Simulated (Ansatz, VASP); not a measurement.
## MoS2 in VASP and in Ansatz

```xyz
3
Lattice="3.1497 0.0000 -0.0315 -1.5749 2.7277 0.0157 -0.0665 0.0000 6.6475" Properties=species:S:1:pos:R:3 pbc="T T T"
Mo    0.0000    0.0000    0.0000
S    -0.0157    1.8185    1.5666
S    -0.0508    1.8185    5.0809
```

Change from the starting cell: strain -0.0200 x Voigt [0, 0, 0, 0, 1, 0], atoms carried along.

Alike in both runs: task single point; functional PBE; dispersion D3(BJ); k mesh 12 × 12 × 4; occupations gaussian, width 0.05 eV; no spin polarisation.

```csv
,VASP,Ansatz
version,VASP 6.6.1,Ansatz 0.2.0
potentials or method,"VASP PAW PBE potentials, release 64 (Mo_sv, S), cutoff 520 eV","scalar-relativistic, plane waves, PAW"
valence electrons in the cell,26,26
```

VASP gave:

```
gap on the k mesh at the Fermi level (eV)                     : 1.21
least direct gap on the mesh (eV)                             : 1.76
pressure (GPa)                                                : -0.1
traceless stress, the component that is largest in VASP (GPa) : 2.50
rms of the force components (eV/Å)                            : 0.140
```

Q: Estimate Ansatz's values.

A: gap on the k mesh at the Fermi level (eV): 1.20; least direct gap on the mesh (eV): 1.76; pressure (GPa): 0.1; traceless stress, the component that is largest in VASP (GPa): 2.51; rms of the force components (eV/Å): 0.141.

Atom by atom the forces differ by 0.006 eV/Å (rms over components).
